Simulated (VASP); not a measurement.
A run of VASP 6.6.1:

The input INCAR:

```
SYSTEM = CsGa
  PREC = Accurate
  ENCUT = 520
  EDIFF = 1E-6
  ISMEAR = -1
  SIGMA = 0.05
  LREAL = .False.
  LASPH = .True.
  NELM = 80
  ALGO = Normal
  ISIF = 2
  LWAVE = .False.
  LCHARG = .False.
  GGA = RE
  NBANDS = 30
```

The input KPOINTS:

```
Automatic mesh
0
Gamma
  6 6 6
  0 0 0
```

The input POSCAR:

```
CsGa
1.0
    0.0000000000      4.0341668935      4.0341668935
    4.0341668935      0.0000000000      4.0341668935
    4.0341668935      4.0341668935      0.0000000000
Cs Ga
2 2
Direct
    0.1250000000      0.1250000000      0.1250000000
   -0.1250000000     -0.1250000000     -0.1250000000
    0.3750000000      0.3750000000      0.3750000000
   -0.3750000000     -0.3750000000     -0.3750000000
```

Potentials or basis: VASP PAW PBE potentials, release 64 (Cs_sv, Ga_d).

Launch:

```bash
$ cat potpaw_PBE.64/Cs_sv/POTCAR potpaw_PBE.64/Ga_d/POTCAR > POTCAR
$ mpirun -np 1 vasp_std > vasp.out
```

Hardware: 1 thread of Intel(R) Xeon(R) 6975P-C (Granite Rapids) (shared host).

Question: How long does it take, and how much memory?

Answer: Run time: 34 s on 1 thread of Intel(R) Xeon(R) 6975P-C (Granite Rapids), on a shared host, peak memory 0.27 GiB. Counts: scf iterations 12, k points 16.
